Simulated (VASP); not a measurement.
# MoS2 in VASP: settings compared

Aim: see how the results for MoS2 move with the level of theory and the settings. Levels: PBE+D3(BJ), PBE+D3(BJ)+U. Tasks: single point.

All numbers are computed with VASP 6.6.1; they aren't measurements. Logs are shortened: lines on timing, memory, paths and dates and some standing lists are left out, and cuts for length are marked.

## Step 1: The cell of the first run

Symmetry: C2/c, No. 15, monoclinic system. Conventional cell: a = 3.149 Å, b = 5.455 Å, c = 12.093 Å, α = 90.00°, β = 90.57°, γ = 90.00°. Within 3.2 Å of Mo (site symmetry 2) lie 6 S at 2.40 Å and 6 Mo at 3.15 Å. S (site symmetry 1) has 3 Mo at 2.40 Å and 7 S at 3.13 to 3.15 Å within 3.2 Å.

## Step 2: Single point, PBE+D3(BJ)

Input file INCAR:

```
PREC = Accurate ; ENCUT = 520
EDIFF = 1E-6 ; ISMEAR = 0
SIGMA = 0.02 ; LREAL = F
LASPH = T ; NELM = 60
ALGO = Normal ; ISIF = 2
LWAVE = F ; LCHARG = F
GGA = PE ; IVDW = 12
NBANDS = 35
```

Input file KPOINTS:

```
regular mesh
0
Gamma
  12 12 4
```

Input file POSCAR:

```
MoS2
1.0
    3.1492399692      0.0000000000      0.0000000000
   -1.5746199846      2.7273218159      0.0000000000
    0.1209247678      0.0000000000     12.0924767773
Mo S
2 4
Direct
    0.6669284913      0.3338569827      0.2500000000
    0.3330715087      0.6661430173      0.7500000000
    0.3290084669      0.6671494450      0.3794956415
    0.6618590219      0.3328505550      0.8794956415
    0.3381409781      0.6671494450      0.1205043585
    0.6709915331      0.3328505550      0.6205043585
```

Potentials or basis: VASP PAW PBE potentials, release 64 (Mo_sv, S).

On the command line:

```console
cat potpaw_PBE.64/Mo_sv/POTCAR potpaw_PBE.64/S/POTCAR > POTCAR
mpirun -np 1 vasp_std > vasp.out
```

OUTCAR:

```text
PREC = Accurate
   ENCUT = 520
   EDIFF = 1E-6
   ISMEAR = 0
   LREAL = F
   LASPH = T
   NELM = 60
   ISIF = 2
   GGA = PE
   IVDW = 12
 IVDW          = 12

 ion  position               nearest neighbor table
   1  0.667  0.334  0.250-   3 2.40   5 2.40   5 2.40   3 2.40   5 2.40   3 2.40
   2  0.333  0.666  0.750-   6 2.40   4 2.40   4 2.40   6 2.40   4 2.40   6 2.40
   3  0.329  0.667  0.379-   1 2.40   1 2.40   1 2.40
   4  0.662  0.333  0.879-   2 2.40   2 2.40   2 2.40
   5  0.338  0.667  0.121-   1 2.40   1 2.40   1 2.40
   6  0.671  0.333  0.621-   2 2.40   2 2.40   2 2.40

  LATTYP: Found a base centered monoclinic cell.
 ALAT       =     3.1492399692
 B/A-ratio  =     1.7320508075
 C/A-ratio  =     3.8399999696
 COS(beta)  =    -0.0099995000

  Lattice vectors:

 A1 = (  -1.5746199846,   2.7273218159,   0.0000000000)
 A2 = (  -1.5746199846,  -2.7273218159,   0.0000000000)
 A3 = (   0.1209247678,   0.0000000000,  12.0924767773)

Analysis of symmetry for initial positions (statically):
=====================================================================
 Subroutine PRICEL returns:
 Original cell was already a primitive cell.

 Routine SETGRP: Setting up the symmetry group for a
 base centered monoclinic supercell.

 Subroutine GETGRP returns: Found  4 space group operations
 (whereof  2 operations were pure point group operations)
 out of a pool of  4 trial point group operations.

The static configuration has the point symmetry S_2 .
 The point group associated with its full space group is C_2h.

Analysis of symmetry for dynamics (positions and initial velocities):
=====================================================================
 Subroutine PRICEL returns:
 Original cell was already a primitive cell.

 Routine SETGRP: Setting up the symmetry group for a
 base centered monoclinic supercell.

 Subroutine GETGRP returns: Found  4 space group operations
 (whereof  2 operations were pure point group operations)
 out of a pool of  4 trial point group operations.

The dynamic configuration has the point symmetry S_2 .
 The point group associated with its full space group is C_2h.

 Subroutine INISYM returns: Found  4 space group operations
 (whereof  2 operations are pure point group operations),
 and found     1 'primitive' translations

----------------------------------------------------------------------------------------

                                     Primitive cell

  volume of cell :     103.8622

  direct lattice vectors                    reciprocal lattice vectors
     3.149239969  0.000000000  0.000000000     0.317536933  0.183330034 -0.003175369
    -1.574619985  2.727321816  0.000000000     0.000000000  0.366660067  0.000000000
     0.120924768  0.000000000 12.092476777     0.000000000  0.000000000  0.082696045

  length of vectors
     3.149239969  3.149239969 12.093081386     0.366673817  0.366660067  0.082696045

  position of ions in fractional coordinates (direct lattice)
     0.666928491  0.333856983  0.250000000
     0.333071509  0.666143017  0.750000000
     0.329008467  0.667149445  0.379495642
     0.661859022  0.332850555  0.879495642
     0.338140978  0.667149445  0.120504358
     0.670991533  0.332850555  0.620504358

  ion indices of the primitive-cell ions
   primitive index   ion index
                 1           1
                 2           2
                 3           3
                 4           4
                 5           5
                 6           6

----------------------------------------------------------------------------------------

 KPOINTS: regular mesh

Automatic generation of k-mesh.
 Grid dimensions read from file:
 generate k-points for:   12   12    4

 Generating k-lattice:

  Cartesian coordinates                     Fractional coordinates (reciprocal lattice)
     0.026461411  0.015277503 -0.000264614     0.083333333  0.000000000  0.000000000
     0.000000000  0.030555006  0.000000000     0.000000000  0.083333333  0.000000000
     0.000000000  0.000000000  0.020674011     0.000000000  0.000000000  0.250000000

  Length of vectors
     0.030556151  0.030555006  0.020674011

  Shift w.r.t. Gamma in fractional coordinates (k-lattice)
     0.000000000  0.000000000  0.000000000

 Subroutine IBZKPT returns following result:
 ===========================================

 Found    164 irreducible k-points:

 Following reciprocal coordinates:
            Coordinates               Weight
  0.000000  0.000000  0.000000      1.000000
  0.083333 -0.000000  0.000000      4.000000
  0.166667  0.000000  0.000000      4.000000
  0.250000  0.000000  0.000000      4.000000
  0.333333  0.000000 -0.000000      4.000000
  0.416667 -0.000000  0.000000      4.000000
[... 16 lines left out ...]
  0.333333  0.166667 -0.000000      4.000000
  0.416667  0.166667  0.000000      4.000000
 [... further k-points ...]
   k-points           NKPTS =    164   k-points in BZ     NKDIM =    164   number of bands    NBANDS=     35
   number of dos      NEDOS =    301   number of ions     NIONS =      6
   total plane-waves  NPLWV =  51840
   dimension x,y,z NGX =    24 NGY =   24 NGZ =   90
   dimension x,y,z NGXF=    48 NGYF=   48 NGZF=  180
   ions per type =               2   4
   NGX,Y,Z   is equivalent  to a cutoff of  12.67, 12.67, 12.37 a.u.
   NGXF,Y,Z  is equivalent  to a cutoff of  25.34, 25.34, 24.74 a.u.
 SYSTEM =  unknown system
   PREC   = accura    normal or accurate (medium, high low for compatibility)
   ISTART =      0    job   : 0-new  1-cont  2-samecut
   ICHARG =      2    charge: 1-file 2-atom 10-const
   ISPIN  =      1    spin polarized calculation?
   LNONCOLLINEAR =      F non collinear calculations
   LSORBIT =      F    spin-orbit coupling
   LASPH  =      T    aspherical Exc in radial PAW
   ENCUT  =  520.0 eV  38.22 Ry    6.18 a.u.   5.86  5.86 22.49*2*pi/ulx,y,z
   NELM   =     60;   NELMIN=  2; NELMDL= -5     # of ELM steps
   EDIFF  = 0.1E-05   stopping-criterion for ELM
   LREAL  =      F    real-space projection
   EDIFFG = 0.1E-04   stopping-criterion for IOM
   NSW    =      0    number of steps for IOM
   IBRION =     -1    ionic relax: 0-MD 1-quasi-New 2-CG
   NFREE  =      0    steps in history (QN), initial steepest desc. (CG)
   ISIF   =      2    stress and relaxation
   ISYM   =      2    0-nonsym 1-usesym 2-fastsym
   POTIM  = 0.5000    time-step for ionic-motion
   TEBEG  =    0.0;   TEEND  =   0.0 temperature during run
   PSTRESS=    0.0 pullay stress
   NELECT =      52.0000    total number of electrons
   NUPDOWN=      -1.0000    fix difference up-down
   EMIN   =  10.00;   EMAX   =-10.00  energy-range for DOS
   EFERMI =   0.00;   METHOD = LEGACY
   ISMEAR =     0;   SIGMA  =   0.02  broadening in eV -4-tet -1-fermi 0-gaus
   EFERMI_NEDOS =   21; number of points for ismear=-14 and -15
   IALGO  =     38    algorithm
   IMIX   =      4    mixing-type and parameters
     AMIX     =   0.40;   BMIX     =  1.00
     AMIX_MAG =   1.60;   BMIX_MAG =  1.00
  volume/ion in A,a.u.               =      17.31       116.82
  Fermi-wavevector in a.u.,A,eV,Ry     =   1.299941  2.456531 22.991742  1.689845
  Thomas-Fermi vector in A             =   2.431172
   LORBIT       =      0    0 simple, 1 ext, 2 COOP (PROOUT), +10 PAW based schemes
   GGA     = PE    functional components
   LHFCALC =     F    Hartree Fock is set to
   AEXX    =    0.0000 exact exchange contribution
   IVDW    =    12    specifies the selected vdW correction
   LEPSILON=     F    determine dielectric tensor
   LRPA    =     F    only Hartree local field effects (RPA)
 non-spin polarized calculation
 Gauss-broadening in eV      SIGMA  =   0.02
  energy-cutoff  :      520.00
  volume of cell :      103.86
 maximum number of plane-waves:      2823
   NGX = 11   NGY = 11   NGZ = 45

 number of electron      52.0000004 magnetization

 Free energy of the ion-electron system (eV)
  ---------------------------------------------------
  ext. energy  EPLUGINS =         0.00000000
  ---------------------------------------------------
  free energy    TOTEN  =       -43.54505857 eV

  energy without entropy =      -43.54505857  energy(sigma->0) =      -43.54505857

 E-fermi :   8.0675     XC(G=0): -11.0136

 val. band max:        7.9441114723   @ k =   0.0000   0.0000   0.0000
 cond. band min:       8.7450653799   @ k =   0.1667   0.1667   0.0000
 fundamental gap:      0.8009539076
 Fermi energy:         8.0675436333

 k-point     1 :       0.0000    0.0000    0.0000
  band No.  band energies     occupation
      1     -53.5929      2.00000
      2     -53.5929      2.00000
      3     -27.7567      2.00000
      4     -27.7566      2.00000
      5     -27.5150      2.00000
      6     -27.5150      2.00000
[... 27 lines left out ...]
     34      10.3996      0.00000
     35      13.5816      0.00000

 k-point     2 :       0.0833   -0.0000    0.0000
  band No.  band energies     occupation
      1     -53.5900      2.00000
      2     -53.5900      2.00000
      3     -27.7511      2.00000
      4     -27.7510      2.00000
      5     -27.5435      2.00000
      6     -27.5435      2.00000
[... 27 lines left out ...]
     34      10.2945      0.00000
     35      14.0824      0.00000

 k-point     3 :       0.1667    0.0000    0.0000
  band No.  band energies     occupation
      1     -53.5821      2.00000
      2     -53.5821      2.00000
      3     -27.7358      2.00000
      4     -27.7357      2.00000
      5     -27.6208      2.00000
      6     -27.6208      2.00000
[... 27 lines left out ...]
     34      10.7440      0.00000
     35      15.1032      0.00000
[... 723 lines left out ...]
 k-point    23 :       0.3333    0.1667   -0.0000
  band No.  band energies     occupation
      1     -53.5497      2.00000
      2     -53.5497      2.00000
      3     -27.8765      2.00000
      4     -27.8765      2.00000
      5     -27.6725      2.00000
      6     -27.6725      2.00000
[... 27 lines left out ...]
     34      12.2608      0.00000
     35      14.0264      0.00000

 k-point    24 :       0.4167    0.1667    0.0000
  band No.  band energies     occupation
      1     -53.5472      2.00000
      2     -53.5472      2.00000
      3     -27.8943      2.00000
      4     -27.8943      2.00000
      5     -27.6755      2.00000
      6     -27.6755      2.00000
[... 27 lines left out ...]
     34      12.2411      0.00000
     35      13.8206      0.00000

 [... further k-points ...]

------------------------ aborting loop because EDIFF is reached ----------------------------------------

 Edisp (eV)   -2.62466

 E8    (eV) :    -1.0583

  FORCE on cell =-STRESS in cart. coord.  units (eV):
  Direction    XX          YY          ZZ          XY          YZ          ZX
  --------------------------------------------------------------------------------------
  -------------------------------------------------------------------------------------
  Total      -0.08150    -0.08133    -0.13165     0.00000     0.00000    -0.15379
  in kB      -1.25726    -1.25464    -2.03081     0.00000     0.00000    -2.37241
  external pressure =       -1.51 kB  Pullay stress =        0.00 kB

 VOLUME and BASIS-vectors are now :
 -----------------------------------------------------------------------------
  energy-cutoff  :      520.00
  volume of cell :      103.86
      direct lattice vectors                 reciprocal lattice vectors
     3.149239969  0.000000000  0.000000000     0.317536933  0.183330034 -0.003175369
    -1.574619985  2.727321816  0.000000000     0.000000000  0.366660067  0.000000000
     0.120924768  0.000000000 12.092476777     0.000000000  0.000000000  0.082696045

 POSITION                                       TOTAL-FORCE (eV/Angst)
 -----------------------------------------------------------------------------------
      1.60485      0.91054      3.02312        -0.000000     -0.002487     -0.000000
      0.09069      1.81679      9.06936         0.000000      0.002487      0.000000
      0.03151      1.81953      4.58904        -0.003644      0.001311     -0.014791
      1.66659      0.90779     10.63528        -0.003644     -0.001311     -0.014791
      0.02895      1.81953      1.45720         0.003644      0.001311      0.014791
      1.66403      0.90779      7.50343         0.003644     -0.001311      0.014791
 -----------------------------------------------------------------------------------
    total drift:                                0.000000     -0.000000      0.000000

  FREE ENERGIE OF THE ION-ELECTRON SYSTEM (eV)
  ---------------------------------------------------
  free  energy   TOTEN  =       -46.1697174999 eV

  energy  without entropy=      -46.1697174999  energy(sigma->0) =      -46.16971750
```

It took 4.3 min on 1 thread of AMD EPYC 9R45 (Zen 5), shared host; peak memory 0.52 GiB.

Results:

```yaml
Free_energy: -46.1697 eV
Pressure: -0.2 GPa
Largest_force: 0.015 eV/Å
Band_gap_on_the_k_mesh: 0.80 eV (least direct gap 1.71 eV)
Dispersion_energy_per_atom: -0.437 eV
```

Forces in eV/Å, atoms in the order of the input:
```
Mo   0.000 -0.002  0.000
Mo   0.000  0.002  0.000
S   -0.004  0.001 -0.015
S   -0.004 -0.001 -0.015
S    0.004  0.001  0.015
S    0.004 -0.001  0.015
```

Stress tensor (GPa, compression positive):
```
-0.13  0.00 -0.24
 0.00 -0.13  0.00
-0.24  0.00 -0.20
```

Levels at points of the mesh, in eV from the valence-band top:
```
           k point  band 24  band 25  band 26  band 27  band 28  band 29
(0.00, 0.00, 0.00)    -1.27    -1.11     0.00     2.09     2.09     2.13
(0.50, 0.00, 0.00)    -1.52    -1.48    -1.33     1.62     1.68     2.00
(0.00, 0.50, 0.00)    -1.52    -1.49    -1.33     1.62     1.68     2.00
(0.00, 0.00, 0.50)    -2.18    -0.27    -0.27     2.09     2.09     2.11
(0.50, 0.00, 0.50)    -1.65    -1.42    -1.37     1.65     1.65     2.16
(0.00, 0.50, 0.50)    -1.65    -1.40    -1.40     1.65     1.65     2.17
```

A k mesh can miss the band edges.

## Step 3: Single point, PBE+D3(BJ)+U

Input file INCAR:

```
SYSTEM = MoS2
  PREC = Accurate
  ENCUT = 500
  EDIFF = 1E-6
  ISMEAR = 0
  SIGMA = 0.02
  LREAL = .FALSE.
  LASPH = .TRUE.
  NELM = 200
  ALGO = Normal
  ISIF = 2
  LWAVE = .FALSE.
  LCHARG = .TRUE.
  LMAXMIX = 4
  LDAU = .TRUE.
  LDAUTYPE = 2
  LDAUL = 2 -1
  LDAUU = 4 0
  LDAUJ = 0 0
  LDAUPRINT = 1
  GGA = PE
  IVDW = 12
  LELF = .TRUE.
  LVHAR = .TRUE.
  NBANDS = 35
  GGA_COMPAT = .FALSE.
```

Input file KPOINTS:

```
regular mesh
0
G
  12 12 4
  0 0 0
```

Input file POSCAR:

```
MoS2
1.0
    3.1509030775      0.0000000000      0.0000000000
   -1.5754515387      2.7287621099      0.0000000000
    0.0000000000      0.0000000000     12.0634514306
Mo S
2 4
Direct
    0.6666666667      0.3333333333      0.2500040127
    0.3333333333      0.6666666667      0.7499959873
    0.3333333333      0.6666666667      0.3796858507
    0.6666666667      0.3333333333      0.8796779508
    0.3333333333      0.6666666667      0.1203220492
    0.6666666667      0.3333333333      0.6203141493
```

Potentials or basis: VASP PAW PBE potentials, release 64 (Mo_sv, S).

On the command line:

```console
cat potpaw_PBE.64/Mo_sv/POTCAR potpaw_PBE.64/S/POTCAR > POTCAR
mpirun -np 1 vasp_std > vasp.out
```

Wall time 5.4 min (1 thread of AMD EPYC 9755, shared host); peak memory 0.3 GiB.

The run converged. Its results:

- Free energy: -36.5977 eV
- Pressure: 2.4 GPa
- Largest force: 0.273 eV/Å
- Band gap on the k mesh: 0.82 eV (least direct gap 1.60 eV)
- Dispersion energy per atom: -0.438 eV

Forces on the atoms (eV/Å):
```
Mo   0.000  0.000  0.000
Mo   0.000  0.000  0.000
S    0.000  0.000  0.273
S    0.000  0.000  0.273
S    0.000  0.000 -0.273
S    0.000  0.000 -0.273
```

Stress tensor (GPa, compression positive):
```
2.25 0.00 0.00
0.00 2.25 0.00
0.00 0.00 2.75
```

Levels at points of the mesh, in eV from the valence-band top:
```tsv
k point	band 22	band 23	band 24	band 25	band 26	band 27	band 28	band 29	band 30	band 31
(0.00, 0.00, 0.00)	-2.07	-2.07	-1.28	-1.11	0.00	2.14	2.14	2.17	2.17	2.24
(0.50, 0.00, 0.00)	-2.54	-1.82	-1.56	-1.54	-1.37	1.69	1.74	1.99	2.30	2.88
(0.00, 0.00, 0.50)	-2.10	-2.10	-2.10	-0.27	-0.27	2.14	2.14	2.14	2.14	2.37
(0.50, 0.00, 0.50)	-2.71	-1.69	-1.69	-1.44	-1.44	1.71	1.71	2.16	2.16	3.26
```

Eigenvalues of the final occupation matrices:
| site | spin | trace | eigenvalues |
| --- | --- | --- | --- |
| site 1 d | 1 | 1.96 | 0.38 0.38 0.39 0.39 0.43 |
| site 1 d | 2 | 1.96 | 0.38 0.38 0.39 0.39 0.43 |
| site 2 d | 1 | 1.96 | 0.38 0.38 0.39 0.39 0.43 |
| site 2 d | 2 | 1.96 | 0.38 0.38 0.39 0.39 0.43 |
